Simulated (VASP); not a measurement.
A run of VASP 6.6.1 is set up as follows.

File POSCAR:

```
Ba
1.0
   -2.3853669870      2.3853669870      2.3853669870
    2.3853669870     -2.3853669870      2.3853669870
    2.3853669870      2.3853669870     -2.3853669870
Ba
1
Direct
    0.0000000000      0.0000000000      0.0000000000
```

The input INCAR.step1:

```
  ALGO = Normal
  EDIFF = 1E-4
  ENCUT = 520
  GGA = PE
  ISMEAR = -1
  LASPH = True
  LCHARG = False
  LREAL = False
  LWAVE = True
  NBANDS = 11
  NELM = 60
  PREC = Accurate
  SIGMA = 0.05
```

File INCAR.step2:

```
  ALGO = Normal
  EDIFF = 1E-6
  ENCUT = 520
  ISIF = 2
  ISMEAR = -1
  ISTART = 1
  LASPH = True
  LCHARG = False
  LMIXTAU = True
  LREAL = False
  LWAVE = False
  METAGGA = R2SCAN
  NBANDS = 11
  NELM = 60
  PREC = Accurate
  SIGMA = 0.05
```

File KPOINTS:

```
k-points
0
Gamma
  8 8 8
```

Potentials or basis: VASP PAW PBE potentials, release 64 (Ba_sv).

Command:

```sh
$ cat potpaw_PBE.64/Ba_sv/POTCAR > POTCAR
$ cp INCAR.step1 INCAR
$ mpirun -np 1 vasp_std > vasp.out
$ cp INCAR.step2 INCAR
$ mpirun -np 1 vasp_std > vasp.out
```

Problem. Estimate the band gap on the k mesh.

Solution. Zero (band 5 reaches 3.00 eV, above the bottom of band 6 at 1.37 eV).

Problem. Predict the pressure.

Solution. 2.2 GPa.

Caveat: the PAW data sets were made with another functional, which shifts forces and pressure a little; spin-orbit coupling is left out, which moves the levels of the heavy elements.
